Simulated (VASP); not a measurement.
Wanted: the native input for a VASP 6.6.1 run.

```
Task                   : single point
Functional             : r2SCAN
Potentials or basis    : VASP PAW PBE potentials, release 64 (Si)
Cutoff                 : 520 eV
k mesh                 : 24 × 24 × 14
Occupations            : gaussian, width 0.15 eV
Spin                   : no spin polarisation
Dipole correction      : no
Further INCAR settings : ALGO = Normal; EDIFF = 1e-06; NBANDS = 11
```

The system is Si.

```
CELL_PARAMETERS angstrom
2.67878 0.00000 0.00000
-1.33939 2.31989 0.00000
0.00000 0.00000 4.55316
ATOMIC_POSITIONS crystal
Si 0.33333 0.66667 0.25000
Si 0.66667 0.33333 0.75000
```

This cell differs from its parent crystal: strain +0.015 along x and y, +0.000 along z.

These files were run (other wordings do the same):

POSCAR

```
Si
1.0
    2.6787827946      0.0000000000      0.0000000000
   -1.3393913973      2.3198939513      0.0000000000
    0.0000000000      0.0000000000      4.5531575356
Si
2
Direct
    0.3333333333      0.6666666667      0.2500000000
    0.6666666667      0.3333333333      0.7500000000
```

INCAR.step1

```
PREC = Accurate
ENCUT = 520
ISMEAR = 0
SIGMA = 0.15
LREAL = F
LASPH = T
NELM = 60
NBANDS = 11
GGA = PE
ALGO = Normal
EDIFF = 1E-4
LWAVE = T
LCHARG = F
```

INCAR.step2

```
PREC = Accurate
ENCUT = 520
EDIFF = 1E-6
ISMEAR = 0
SIGMA = 0.15
LREAL = F
LASPH = T
NELM = 60
ALGO = Normal
ISIF = 2
LWAVE = F
LCHARG = F
METAGGA = R2SCAN
LMIXTAU = T
NBANDS = 11
ISTART = 1
```

KPOINTS

```
regular mesh
0
Gamma
  24 24 14
```

Potentials or basis: VASP PAW PBE potentials, release 64 (Si).

Launch:

```bash
$ cat potpaw_PBE.64/Si/POTCAR > POTCAR
$ cp INCAR.step1 INCAR
$ mpirun -np 1 vasp_std > vasp.out
$ cp INCAR.step2 INCAR
$ mpirun -np 1 vasp_std > vasp.out
```

Results of the run:

```yaml
Pressure: -2.7 GPa
Band_gap_on_the_k_mesh: zero (bands 4 and 5 overlap by 13.68 eV)
```

Caveat: the cell differs from its parent crystal (strain +0.015 along x and y, +0.000 along z); the PAW data sets were made with another functional, which shifts forces and pressure a little.

Wall time 5.5 min on 1 thread of AMD EPYC 9R14 (Zen 4), on a shared host, peak memory 0.2 GiB.
